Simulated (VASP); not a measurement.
# BN (I-4m2) in VASP: settings compared, part 3 of 3

VASP 6.6.1.

### Step 4. Single point, r2SCAN (uniaxial x strain +2.6%)

The input, POSCAR:

```
BN
1.0
    0.0000000000      1.8048254535      1.8048254535
    1.8526533280      0.0000000000      1.8048254535
    1.8526533280      1.8048254535      0.0000000000
B N
1 1
Direct
    0.0000000000      0.0000000000      0.0000000000
    0.2500000000      0.2500000000      0.2500000000
```

The input, INCAR.step1:

```
ALGO = Normal
EDIFF = 1E-4
ENCUT = 520
GGA = PE
ISMEAR = 0
LASPH = True
LCHARG = False
LREAL = False
LWAVE = True
NBANDS = 11
NELM = 80
PREC = Accurate
SIGMA = 0.01
```

The input, INCAR.step2:

```
ALGO = Normal
EDIFF = 1E-6
ENCUT = 520
ISIF = 2
ISMEAR = 0
ISTART = 1
LASPH = True
LCHARG = True
LELF = True
LMIXTAU = True
LREAL = False
LVHAR = True
LWAVE = False
METAGGA = R2SCAN
NBANDS = 11
NELM = 80
PREC = Accurate
SIGMA = 0.01
```

The input, KPOINTS:

```
k-points
0
Gamma
  12 12 12
```

Potentials or basis: VASP PAW PBE potentials, release 64 (B, N).

Launch:

```console
> cat potpaw_PBE.64/B/POTCAR potpaw_PBE.64/N/POTCAR > POTCAR
> cp INCAR.step1 INCAR
> mpirun -np 1 vasp_std > vasp.out
> cp INCAR.step2 INCAR
> mpirun -np 1 vasp_std > vasp.out
```

OUTCAR:

```text
EDIFF = 1E-6
   ENCUT = 520
   ISIF = 2
   ISMEAR = 0
   ISTART = 1
   LASPH = True
   LREAL = False
   METAGGA = R2SCAN
   NELM = 80
   PREC = Accurate

 ion  position               nearest neighbor table
   1  0.000  0.000  0.000-   2 1.58   2 1.58   2 1.58   2 1.58
   2  0.250  0.250  0.250-   1 1.58   1 1.58   1 1.58   1 1.58

  LATTYP: Found a body centered tetragonal cell.
 ALAT       =     2.5524086341
 C/A-ratio  =     1.4516902218

  Lattice vectors:

 A1 = (   1.8526533280,   0.0000000000,   1.8048254535)
 A2 = (   1.8526533280,   0.0000000000,  -1.8048254535)
 A3 = (  -1.8526533280,   1.8048254535,   0.0000000000)

Analysis of symmetry for initial positions (statically):
=====================================================================
 Subroutine PRICEL returns:
 Original cell was already a primitive cell.

 Routine SETGRP: Setting up the symmetry group for a
 body centered tetragonal supercell.

 Subroutine GETGRP returns: Found  8 space group operations
 (whereof  8 operations were pure point group operations)
 out of a pool of 16 trial point group operations.

The static configuration has the point symmetry D_2d.

Analysis of symmetry for dynamics (positions and initial velocities):
=====================================================================
 Subroutine PRICEL returns:
 Original cell was already a primitive cell.

 Routine SETGRP: Setting up the symmetry group for a
 body centered tetragonal supercell.

 Subroutine GETGRP returns: Found  8 space group operations
 (whereof  8 operations were pure point group operations)
 out of a pool of 16 trial point group operations.

The dynamic configuration has the point symmetry D_2d.

 Subroutine INISYM returns: Found  8 space group operations
 (whereof  8 operations are pure point group operations),
 and found     1 'primitive' translations

----------------------------------------------------------------------------------------

                                     Primitive cell

  volume of cell :      12.0696

  direct lattice vectors                    reciprocal lattice vectors
     0.000000000  1.804825453  1.804825453    -0.269883195  0.277035100  0.277035100
     1.852653328  0.000000000  1.804825453     0.269883195 -0.277035100  0.277035100
     1.852653328  1.804825453  0.000000000     0.269883195  0.277035100 -0.277035100

  length of vectors
     2.552408634  2.586449163  2.586449163     0.475745554  0.475745554  0.475745554

  position of ions in fractional coordinates (direct lattice)
     0.000000000  0.000000000  0.000000000
     0.250000000  0.250000000  0.250000000

  ion indices of the primitive-cell ions
   primitive index   ion index
                 1           1
                 2           2

----------------------------------------------------------------------------------------

 KPOINTS: k-points

Automatic generation of k-mesh.
 Grid dimensions read from file:
 generate k-points for:   12   12   12

 Generating k-lattice:

[... 21 lines left out ...]
  0.250000  0.000000  0.000000      8.000000
  0.333333 -0.000000 -0.000000      8.000000
  0.416667 -0.000000 -0.000000      8.000000
[... 16 lines left out ...]
  0.500000  0.166667  0.000000     16.000000
 -0.416667  0.166667  0.000000     16.000000
 [... further k-points ...]
   k-points           NKPTS =    163   k-points in BZ     NKDIM =    163   number of bands    NBANDS=     11
   number of dos      NEDOS =    301   number of ions     NIONS =      2
   total plane-waves  NPLWV =   8000
   dimension x,y,z NGX =    20 NGY =   20 NGZ =   20
   dimension x,y,z NGXF=    40 NGYF=   40 NGZF=   40
   ions per type =               1   1
   NGX,Y,Z   is equivalent  to a cutoff of  13.03, 12.86, 12.86 a.u.
   NGXF,Y,Z  is equivalent  to a cutoff of  26.05, 25.71, 25.71 a.u.
 SYSTEM =  unknown system
   PREC   = accura    normal or accurate (medium, high low for compatibility)
   ISTART =      1    job   : 0-new  1-cont  2-samecut
   ICHARG =      0    charge: 1-file 2-atom 10-const
   ISPIN  =      1    spin polarized calculation?
   LNONCOLLINEAR =      F non collinear calculations
   LSORBIT =      F    spin-orbit coupling
   LASPH  =      T    aspherical Exc in radial PAW
   ENCUT  =  520.0 eV  38.22 Ry    6.18 a.u.   4.75  4.81  4.81*2*pi/ulx,y,z
   NELM   =     80;   NELMIN=  2; NELMDL=  0     # of ELM steps
   EDIFF  = 0.1E-05   stopping-criterion for ELM
   LREAL  =      F    real-space projection
   EDIFFG = 0.1E-04   stopping-criterion for IOM
   NSW    =      0    number of steps for IOM
   IBRION =     -1    ionic relax: 0-MD 1-quasi-New 2-CG
   NFREE  =      0    steps in history (QN), initial steepest desc. (CG)
   ISIF   =      2    stress and relaxation
   ISYM   =      2    0-nonsym 1-usesym 2-fastsym
   POTIM  = 0.5000    time-step for ionic-motion
   TEBEG  =    0.0;   TEEND  =   0.0 temperature during run
   PSTRESS=    0.0 pullay stress
   NELECT =       8.0000    total number of electrons
   NUPDOWN=      -1.0000    fix difference up-down
   EMIN   =  10.00;   EMAX   =-10.00  energy-range for DOS
   EFERMI =   0.00;   METHOD = LEGACY
   ISMEAR =     0;   SIGMA  =   0.01  broadening in eV -4-tet -1-fermi 0-gaus
   EFERMI_NEDOS =   21; number of points for ismear=-14 and -15
   IALGO  =     38    algorithm
   IMIX   =      4    mixing-type and parameters
     AMIX     =   0.40;   BMIX     =  1.00
     AMIX_MAG =   1.60;   BMIX_MAG =  1.00
  volume/ion in A,a.u.               =       6.03        40.72
  Fermi-wavevector in a.u.,A,eV,Ry     =   1.427381  2.697359 27.720742  2.037417
  Thomas-Fermi vector in A             =   2.547557
   LORBIT       =      0    0 simple, 1 ext, 2 COOP (PROOUT), +10 PAW based schemes
   METAGGA = R2SCAN    functional components
   LHFCALC =     F    Hartree Fock is set to
   AEXX    =    0.0000 exact exchange contribution
   IVDW    =     0    specifies the selected vdW correction
   LEPSILON=     F    determine dielectric tensor
   LRPA    =     F    only Hartree local field effects (RPA)
 non-spin polarized calculation
 Gauss-broadening in eV      SIGMA  =   0.01
  energy-cutoff  :      520.00
  volume of cell :       12.07
 maximum number of plane-waves:       342
   NGX =  9   NGY =  9   NGZ =  9

 number of electron       8.0000000 magnetization

 Free energy of the ion-electron system (eV)
  ---------------------------------------------------
  ext. energy  EPLUGINS =         0.00000000
  ---------------------------------------------------
  free energy    TOTEN  =       -19.15367650 eV

  energy without entropy =      -19.15367650  energy(sigma->0) =      -19.15367650

 E-fermi :   7.1316     XC(G=0): -13.5321

 val. band max:        7.0696098445   @ k =   0.0000   0.0000   0.0000
 cond. band min:      11.7811764623   @ k =   0.5000   0.5000   0.0000
 fundamental gap:      4.7115666178
 Fermi energy:         7.1315503144

 k-point     1 :       0.0000    0.0000    0.0000
  band No.  band energies     occupation
      1     -14.0618      2.00000
      2       6.7985      2.00000
      3       7.0696      2.00000
      4       7.0696      2.00000
      5      16.3429      0.00000
      6      16.3429      0.00000
      7      16.5301      0.00000
      8      17.6647      0.00000
      9      32.6902      0.00000
     10      34.6813      0.00000
     11      35.6298      0.00000
[... 309 lines left out ...]
 k-point    24 :      -0.4167    0.1667    0.0000
  band No.  band energies     occupation
      1      -9.5000      2.00000
      2      -3.1826      2.00000
      3       2.8610      2.00000
      4       4.2684      2.00000
      5      16.6866      0.00000
      6      19.5051      0.00000
      7      20.2136      0.00000
      8      23.5130      0.00000
      9      28.9336      0.00000
     10      33.2942      0.00000
     11      34.7628      0.00000

 [... further k-points ...]

------------------------ aborting loop because EDIFF is reached ----------------------------------------

  FORCE on cell =-STRESS in cart. coord.  units (eV):
  Direction    XX          YY          ZZ          XY          YZ          ZX
  --------------------------------------------------------------------------------------
  -------------------------------------------------------------------------------------
  Total       -1.5154524     -0.2285173     -0.2285173      0.0000000      0.0000000      0.0000000
  in kB     -201.1677342    -30.3343784    -30.3343784      0.0000000      0.0000000      0.0000000
  external PRESSURE =     -87.2788303 kB  Pullay stress =       0.0000000 kB

 VOLUME and BASIS-vectors are now :
 -----------------------------------------------------------------------------
  energy-cutoff  :      520.00
  volume of cell :       12.07
      direct lattice vectors                 reciprocal lattice vectors
     0.000000000  1.804825453  1.804825453    -0.269883195  0.277035100  0.277035100
     1.852653328  0.000000000  1.804825453     0.269883195 -0.277035100  0.277035100
     1.852653328  1.804825453  0.000000000     0.269883195  0.277035100 -0.277035100

 POSITION                                       TOTAL-FORCE (eV/Angst)
 -----------------------------------------------------------------------------------
      0.00000      0.00000      0.00000         0.000000     -0.000000     -0.000000
      0.92633      0.90241      0.90241         0.000000      0.000000      0.000000
 -----------------------------------------------------------------------------------
    total drift:                                0.000001     -0.000000     -0.000000

  FREE ENERGIE OF THE ION-ELECTRON SYSTEM (eV)
  ---------------------------------------------------
  free  energy   TOTEN  =       -19.1536764995 eV

  energy  without entropy=      -19.1536764995  energy(sigma->0) =      -19.15367650
```

OUTCAR.step1:

```text
EDIFF = 1E-4
   ENCUT = 520
   GGA = PE
   ISMEAR = 0
   LASPH = True
[... 557 lines left out ...]
 -----------------------------------------------------------------------------------
      0.00000      0.00000      0.00000        -0.000000      0.000000      0.000000
      0.92633      0.90241      0.90241         0.000000     -0.000000     -0.000000
 -----------------------------------------------------------------------------------
    total drift:                                0.000001     -0.000000     -0.000000

  FREE ENERGIE OF THE ION-ELECTRON SYSTEM (eV)
  ---------------------------------------------------
  free  energy   TOTEN  =       -17.4383247765 eV

  energy  without entropy=      -17.4383247765  energy(sigma->0) =      -17.43832478
```

OSZICAR.step1:

```text
N       E                     dE             d eps       ncg     rms          rms(c)
DAV:   1     0.100127833449E+02    0.10013E+02   -0.49407E+03  3690   0.722E+02
DAV:   2    -0.178510634538E+02   -0.27864E+02   -0.27101E+02  4304   0.164E+02
DAV:   3    -0.183699246335E+02   -0.51886E+00   -0.51814E+00  4249   0.189E+01
DAV:   4    -0.183705627002E+02   -0.63807E-03   -0.63806E-03  3820   0.743E-01
DAV:   5    -0.183705633093E+02   -0.60908E-06   -0.60907E-06  3878   0.226E-02    0.658E+00
DAV:   6    -0.175167186418E+02    0.85384E+00   -0.29762E+00  3787   0.985E+00    0.319E+00
DAV:   7    -0.174517117516E+02    0.65007E-01   -0.94836E-02  3979   0.257E+00    0.189E+00
DAV:   8    -0.174380781472E+02    0.13634E-01   -0.34584E-02  3960   0.135E+00    0.181E-01
DAV:   9    -0.174382346386E+02   -0.15649E-03   -0.10098E-03  3784   0.257E-01    0.816E-02
DAV:  10    -0.174383247765E+02   -0.90138E-04   -0.12553E-04  3916   0.957E-02
   1 F= -.17438325E+02 E0= -.17438325E+02  d E =-.641992E-53
```

It took 3.6 min on 1 thread of AMD EPYC 7R13, shared host; peak memory 0.11 GiB.

What came out:

```yaml
Free_energy: -19.1537 eV
Pressure: -8.7 GPa
Band_gap_on_the_k_mesh: 4.71 eV, indirect (least direct gap 9.27 eV)
```

Stress tensor (GPa, compression positive):
```
-20.12   0.00   0.00
  0.00  -3.03   0.00
  0.00   0.00  -3.03
```

Caveat: the cell differs from its parent crystal (uniaxial x strain +2.6%); the PAW data sets were made with another functional, which shifts forces and pressure a little. A k mesh can miss the band edges.

### Step 5. Single point, r2SCAN (uniaxial z strain +3.8%)

The input, POSCAR:

```
BN
1.0
    0.0000000000      1.8048254535      1.8739502684
    1.8048254535      0.0000000000      1.8739502684
    1.8048254535      1.8048254535      0.0000000000
B N
1 1
Direct
    0.0000000000      0.0000000000      0.0000000000
    0.2500000000      0.2500000000      0.2500000000
```

The input, INCAR.step1:

```
SYSTEM = BN
PREC = Accurate
ENCUT = 520
ISMEAR = 0
SIGMA = 0.01
LREAL = .FALSE.
LASPH = .TRUE.
NELM = 60
NBANDS = 11
GGA = PE
ALGO = Normal
EDIFF = 1E-4
LWAVE = .TRUE.
LCHARG = .FALSE.
```

The input, INCAR.step2:

```
SYSTEM = BN
PREC = Accurate
ENCUT = 520
EDIFF = 1E-7
ISMEAR = 0
SIGMA = 0.01
LREAL = .FALSE.
LASPH = .TRUE.
NELM = 60
ALGO = Normal
ISIF = 2
LWAVE = .FALSE.
LCHARG = .FALSE.
METAGGA = R2SCAN
LMIXTAU = .TRUE.
NBANDS = 11
ISTART = 1
```

The input, KPOINTS:

```
regular mesh
0
G
  12 12 12
  0 0 0
```

Potentials or basis: VASP PAW PBE potentials, release 64 (B, N).

Launch:

```console
> cat potpaw_PBE.64/B/POTCAR potpaw_PBE.64/N/POTCAR > POTCAR
> cp INCAR.step1 INCAR
> mpirun -np 1 vasp_std > vasp.out
> cp INCAR.step2 INCAR
> mpirun -np 1 vasp_std > vasp.out
```

OUTCAR:

```text
SYSTEM = BN
   PREC = Accurate
   ENCUT = 520
   EDIFF = 1E-7
   ISMEAR = 0
   LREAL = .FALSE.
   LASPH = .TRUE.
   NELM = 60
   ISIF = 2
   METAGGA = R2SCAN
   ISTART = 1

 ion  position               nearest neighbor table
   1  0.000  0.000  0.000-   2 1.58   2 1.58   2 1.58   2 1.58
   2  0.250  0.250  0.250-   1 1.58   1 1.58   1 1.58   1 1.58

  LATTYP: Found a body centered tetragonal cell.
 ALAT       =     2.5524086341
 C/A-ratio  =     1.4683779418

  Lattice vectors:

[... 524 lines left out ...]

  FORCE on cell =-STRESS in cart. coord.  units (eV):
  Direction    XX          YY          ZZ          XY          YZ          ZX
  --------------------------------------------------------------------------------------
  -------------------------------------------------------------------------------------
  Total       -0.3458201     -0.3458201     -2.2238905      0.0000000      0.0000000      0.0000000
  in kB      -45.3839596    -45.3839596   -291.8539029      0.0000000      0.0000000      0.0000000
  external PRESSURE =    -127.5406073 kB  Pullay stress =       0.0000000 kB

 VOLUME and BASIS-vectors are now :
 -----------------------------------------------------------------------------
  energy-cutoff  :      520.00
  volume of cell :       12.21
      direct lattice vectors                 reciprocal lattice vectors
     0.000000000  1.804825453  1.873950268    -0.277035100  0.277035100  0.266816045
     1.804825453  0.000000000  1.873950268     0.277035100 -0.277035100  0.266816045
     1.804825453  1.804825453  0.000000000     0.277035100  0.277035100 -0.266816045

 POSITION                                       TOTAL-FORCE (eV/Angst)
 -----------------------------------------------------------------------------------
      0.00000      0.00000      0.00000         0.000000      0.000000     -0.000000
      0.90241      0.90241      0.93698        -0.000000     -0.000000      0.000000
 -----------------------------------------------------------------------------------
    total drift:                               -0.000000     -0.000000      0.000001

  FREE ENERGIE OF THE ION-ELECTRON SYSTEM (eV)
  ---------------------------------------------------
  free  energy   TOTEN  =       -19.1326551159 eV

  energy  without entropy=      -19.1326551159  energy(sigma->0) =      -19.13265512
```

OUTCAR.step1:

```text
SYSTEM = BN
   PREC = Accurate
   ENCUT = 520
   ISMEAR = 0
   LREAL = .FALSE.
   LASPH = .TRUE.
[... 558 lines left out ...]
      0.00000      0.00000      0.00000        -0.000000     -0.000000      0.000000
      0.90241      0.90241      0.93698         0.000000      0.000000     -0.000000
 -----------------------------------------------------------------------------------
    total drift:                               -0.000001     -0.000001      0.000001

  FREE ENERGIE OF THE ION-ELECTRON SYSTEM (eV)
  ---------------------------------------------------
  free  energy   TOTEN  =       -17.4211691167 eV

  energy  without entropy=      -17.4211691167  energy(sigma->0) =      -17.42116912
```

It took 3.4 min on 1 thread of AMD EPYC 7R13, shared host; peak memory 0.11 GiB.

Results:

```
Free energy            : -19.1327 eV
Pressure               : -12.8 GPa
Band gap on the k mesh : 4.60 eV, indirect (least direct gap 9.16 eV)
```

Caveat: the cell differs from its parent crystal (uniaxial z strain +3.8%); the PAW data sets were made with another functional, which shifts forces and pressure a little. A k mesh can miss the band edges.

### Step 6. Overview

```tsv
level	cell	smearing	gap on the mesh (eV)	pressure (GPa)
PBE	a = 2.602, b = 2.602, c = 2.552 Å, angles 60.6, 60.6, 58.7°, 2 atoms	fermi-dirac 0.02 eV	4.09	-8.7
PBE	a = 2.552, b = 2.586, c = 2.586 Å, angles 59.1, 60.4, 60.4°, 2 atoms	fermi-dirac 0.02 eV	4.20	-4.8
r2SCAN	a = 2.552, b = 2.586, c = 2.586 Å, angles 59.1, 60.4, 60.4°, 2 atoms	gaussian 0.01 eV	4.71	-8.7
r2SCAN	a = 2.602, b = 2.602, c = 2.552 Å, angles 60.6, 60.6, 58.7°, 2 atoms	gaussian 0.01 eV	4.60	-12.8
```

Alike in all rows: task single point; potentials or basis VASP PAW PBE potentials, release 64 (B, N); no spin polarisation; k mesh 12 × 12 × 12; cutoff (eV) 520.

Caveats: the PAW data sets were made with another functional, which shifts forces and pressure a little (some runs).

Total energies depend on the potentials used, so only differences within one code and one set of settings carry meaning.
